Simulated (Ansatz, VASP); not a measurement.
## One calculation of Re, two programs

File INCAR:

```
SYSTEM = Re
PREC = Accurate
ENCUT = 520
EDIFF = 1E-6
ISMEAR = -1
SIGMA = 0.1
LREAL = .False.
LASPH = .True.
NELM = 60
ALGO = Normal
ISIF = 2
LWAVE = .False.
LCHARG = .False.
GGA = PS
NBANDS = 14
```

KPOINTS

```
regular mesh
0
Gamma
  21 21 12
  0 0 0
```

File POSCAR:

```
Re
1.0
    2.7150377652      0.0000000000      0.0000000000
   -1.3575188826      2.3512916769      0.0000000000
    0.0000000000      0.0000000000      4.3778933574
Re
2
Direct
    0.3333333333      0.6666666667      0.2500000000
    0.6666666667      0.3333333333      0.7500000000
```

Input for Ansatz:

```yaml
crystal:
  lattice:
    - [2.7150377652, 0.0, 0.0]
    - [-1.3575188826, 2.3512916769, 0.0]
    - [0.0, 0.0, 4.3778933574]
  atoms:
    - { symbol: Re, position: [0.3333333333, 0.6666666667, 0.25] }
    - { symbol: Re, position: [0.6666666667, 0.3333333333, 0.75] }
hamiltonian:
  xc: pbesol
  pseudopotentials:
    kind: paw
    azcp:
      Re: "pseudopotentials/Re.paw.azcp"
basis:
  ecutwfc: 420
  fft_grid_basis: typed
kpoints:
  mp_grid: { grid: [21, 21, 12], shift: [0, 0, 0] }
magnetization:
  spin_polarized: false
scf:
  occupations: { method: fermi_dirac, width: 0.1 }
output:
  stress: true
```

Alike in both runs: task single point; functional PBEsol; k mesh 21 × 21 × 12; occupations fermi-dirac, width 0.1 eV; no spin polarisation.

```csv
,VASP,Ansatz
version,VASP 6.6.1,Ansatz 0.2.0
potentials or method,"VASP PAW PBE potentials, release 64 (Re), cutoff 520 eV","plane waves (420 eV) with PAW, scalar-relativistic"
valence electrons in the cell,14,30
```

Ansatz gave:

| Property | Result |
| --- | --- |
| pressure (GPa) | 17.5 |
| traceless stress, the component that is largest in VASP (GPa) | 0.24 |

**Question.** Which values does VASP return?

**Answer.** Pressure (GPa): 18.0; traceless stress, the component that is largest in VASP (GPa): 0.15.

VASP's potentials were made for PBE, not for PBEsol, and Ansatz warns of the same on its side. With one functional, cell and mesh, what is left measures potentials, basis and numerics. VASP's potentials hold 14 valence electrons a cell and Ansatz's 30, so a difference there can come from the potentials and not from the codes.

Neither program's run includes spin-orbit coupling.
